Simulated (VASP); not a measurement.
Input of a VASP 6.6.1 run:

Contents of INCAR:

```
SYSTEM = BaS
ALGO = Normal ; EDIFF = 1E-6
ENCUT = 520 ; GGA = PE
ISIF = 2 ; ISMEAR = -1
LASPH = .TRUE. ; LCHARG = .FALSE.
LREAL = .FALSE. ; LWAVE = .FALSE.
NBANDS = 15 ; NELM = 100
PREC = Accurate ; SIGMA = 0.05
```

Contents of KPOINTS:

```
k-points
0
G
  10 10 10
  0 0 0
```

Contents of POSCAR:

```
BaS
1.0
    3.7079375925      0.0000000000      0.0000000000
    0.0000000000      3.7079375925      0.0000000000
    0.0000000000      0.0000000000      3.7079375925
Ba S
1 1
Direct
    0.0000000000      0.0000000000      0.0000000000
    0.5000000000      0.5000000000      0.5000000000
```

Potentials or basis: VASP PAW PBE potentials, release 64 (Ba_sv, S).

Run with:

```sh
$ cat potpaw_PBE.64/Ba_sv/POTCAR potpaw_PBE.64/S/POTCAR > POTCAR
$ mpirun -np 1 vasp_std > vasp.out
```

Task: Predict the pressure.

Result: 7.5 GPa.

Task: What does it give for the band gap on the k mesh?

Result: 1.25 eV (least direct gap 1.29 eV).

Caveat: the cell stands under pressure; spin-orbit coupling is left out, which moves the levels of the heavy elements. A k mesh can miss the band edges.
